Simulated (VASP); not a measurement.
## OsC3: relaxation of cell and atoms with PBE

The system is OsC3.

```xyz
4
Lattice="3.2490 0.0000 0.0000 0.0000 3.2490 0.0000 0.0000 0.0000 3.2490" Properties=species:S:1:pos:R:3 pbc="T T T"
Os    0.0000    0.0000    0.0000
C     0.0000    1.6245    1.6245
C     1.6245    0.0000    1.6245
C     1.6245    1.6245    0.0000
```

```json
{
  "Program": "VASP 6.6.1",
  "Task": "relaxation of cell and atoms",
  "Functional": "PBE",
  "Potentials or basis": "VASP PAW PBE potentials, release 64 (Os, C)",
  "Cutoff": "600 eV",
  "k mesh": "14 × 14 × 14",
  "Occupations": "gaussian, width 0.1 eV",
  "Spin": "no spin polarisation",
  "Dipole correction": "no",
  "Further INCAR settings": "ALGO = Normal; EDIFF = 1e-06; IBRION = 2; EDIFFG = -0.01; NSW = 100; ISIF = 3"
}
```

```yaml
Relaxed_volume: 8.63 Å³/atom
Relaxed_cell: a = 3.257 Å, b = 3.257 Å, c = 3.257 Å, α = 90.00°, β = 90.00°, γ = 90.00°
Space_group_after_relaxing_to_0.1_Å: Pm-3m (No. 221)
Energy_gained_by_relaxing: 0.3 meV/atom
Ionic_steps: 3
Pressure_after_relaxing: 0.0 GPa
Band_gap_on_the_k_mesh: zero (bands 10 and 11 overlap by 2.41 eV)
```

Step by step:
| step | energy change (eV) | largest force (eV/Å) | pressure (GPa) | volume (Å³) |
| --- | --- | --- | --- | --- |
| 1 | 0.0000 | 0.0000 | 1.84 | 34.30 |
| 2 | 0.0001 | 0.0000 | -1.84 | 34.79 |
| 3 | -0.0014 | 0.0000 | 0.01 | 34.54 |

Final structure:
```
Os C
1.0
     3.25654    0.00000    0.00000
     0.00000    3.25654    0.00000
     0.00000    0.00000    3.25654
Os C
1 3
Direct
  0.00000 0.00000 0.00000
  0.00000 0.50000 0.50000
  0.50000 0.00000 0.50000
  0.50000 0.50000 0.00000
```

Levels at points of the mesh, in eV from the Fermi level:
| k point | band 8 | band 9 | band 10 | band 11 | band 12 | band 13 |
| --- | --- | --- | --- | --- | --- | --- |
| (0.00, 0.00, 0.00) | -2.12 | -2.12 | 0.19 | 0.19 | 0.48 | 0.48 |
| (0.50, 0.00, 0.00) | -1.92 | -1.70 | -1.70 | 0.55 | 1.10 | 1.43 |
| (0.50, 0.50, 0.00) | -1.49 | -0.97 | -0.45 | -0.35 | -0.35 | 1.67 |
| (0.50, 0.50, 0.50) | -0.68 | -0.68 | 1.71 | 1.71 | 1.71 | 2.47 |

Run time: 2 min on 1 thread of Intel(R) Xeon(R) Platinum 8375C CPU @ 2.90GHz (Ice Lake), with other jobs on the host, peak memory 0.22 GiB.

Caveat: spin-orbit coupling is left out, which moves the levels of the heavy elements.
